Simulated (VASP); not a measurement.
AlGa3N4: single point with PBEsol

AlGa3N4:

```
Al Ga N
1.0
     4.47169    0.00000    0.00000
     0.00000    4.47169    0.00000
     0.00000    0.00000    4.47169
Al Ga N
1 3 4
Cartesian
  0.0000 0.0000 0.0000
  2.2358 2.2358 0.0750
  2.2358 0.0000 2.2358
  0.0000 2.2358 2.2358
  3.3793 3.3793 1.0924
  3.3793 1.0924 3.3793
  1.0924 3.3793 3.3793
  1.0924 1.0924 1.0924
```

This cell differs from its parent crystal: atom 2 (Ga) moved +0.075 Å along Cartesian [0 0 1].

```
Program                : VASP 6.6.1
Task                   : single point
Functional             : PBEsol
Potentials or basis    : VASP PAW PBE potentials, release 64 (Al, Ga_d, N)
Cutoff                 : 520 eV
k mesh                 : 6 × 6 × 6
Occupations            : gaussian, width 0.05 eV
Spin                   : no spin polarisation
Dipole correction      : no
Further INCAR settings : ALGO = Normal; EDIFF = 1e-07; NBANDS = 41
```

- Pressure: -0.5 GPa
- Largest force: 1.267 eV/Å
- Band gap on the k mesh: 2.25 eV

Forces on the atoms (eV/Å):
```
Al   0.000  0.000 -0.230
Ga   0.000  0.000 -1.267
Ga   0.000  0.000  0.337
Ga   0.000  0.000  0.337
N    0.103  0.103  0.301
N   -0.214  0.214  0.111
N    0.214 -0.214  0.111
N   -0.103 -0.103  0.301
```

Stress tensor (GPa, compression positive):
```
-0.42  1.02  0.00
 1.02 -0.42  0.00
 0.00  0.00 -0.72
```

Levels at points of the mesh, in eV from the valence-band top:
| k point | band 28 | band 29 | band 30 | band 31 | band 32 | band 33 | band 34 | band 35 |
| --- | --- | --- | --- | --- | --- | --- | --- | --- |
| (0.00, 0.00, 0.00) | -2.42 | -0.06 | -0.03 | 0.00 | 2.25 | 3.12 | 3.32 | 3.49 |
| (0.50, 0.00, 0.00) | -1.51 | -1.50 | -1.22 | -1.22 | 4.77 | 4.89 | 6.12 | 6.12 |
| (0.00, 0.00, 0.50) | -1.68 | -1.42 | -1.25 | -1.13 | 4.72 | 4.97 | 5.98 | 6.22 |
| (0.50, 0.50, 0.00) | -1.16 | -1.04 | -0.79 | -0.62 | 6.54 | 6.75 | 6.76 | 7.19 |
| (0.00, 0.50, 0.50) | -1.03 | -0.99 | -0.96 | -0.62 | 6.53 | 6.77 | 6.79 | 7.14 |
| (0.50, 0.50, 0.50) | -0.80 | -0.75 | -0.64 | -0.58 | 4.85 | 4.87 | 4.89 | 6.11 |

It took 2.7 min on 1 thread of AMD EPYC 9R45 96-Core Processor (Zen 5) (shared host), peak memory 0.27 GiB.

Caveat: the cell differs from its parent crystal (atom 2 (Ga) moved +0.075 Å along Cartesian [0 0 1]); the PAW data sets were made with another functional, which shifts forces and pressure a little.
